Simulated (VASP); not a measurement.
Bi2Se3:

```
Bi Se
1.0
     2.04350    1.17982    9.41633
    -2.04350    1.17982    9.41633
     0.00000   -2.35963    9.41633
Bi Se
2 3
Direct
  0.59920 0.59920 0.59920
  0.40080 0.40080 0.40080
  0.78830 0.78830 0.78830
  0.21170 0.21170 0.21170
  0.00000 0.00000 0.00000
```

Base run:

```yaml
Program: VASP 6.6.1
Functional: revPBE
Potentials_or_basis: VASP PAW PBE potentials, release 64 (Bi_d, Se)
Cutoff: 520 eV
k_mesh: 8 × 8 × 8
Occupations: fermi-dirac, width 0.05 eV
Spin: no spin polarisation
```

Its results: band gap on the k mesh 0.23 eV; pressure 6.9 GPa; largest force 0.511 eV/Å.

Question: The run is repeated on the same cell with these changes: functional from revPBE to b88 exchange, pbe correlation; cutoff from 520 eV to 500 eV. What comes out?

Answer: Band gap on the k mesh 0.18 eV; pressure 5.4 GPa; largest force 0.498 eV/Å.

Caveats: the cell stands under pressure; the PAW data sets were made with another functional, which shifts forces and pressure a little; spin-orbit coupling is left out, which moves the levels of the heavy elements.

A k mesh can miss the band edges.
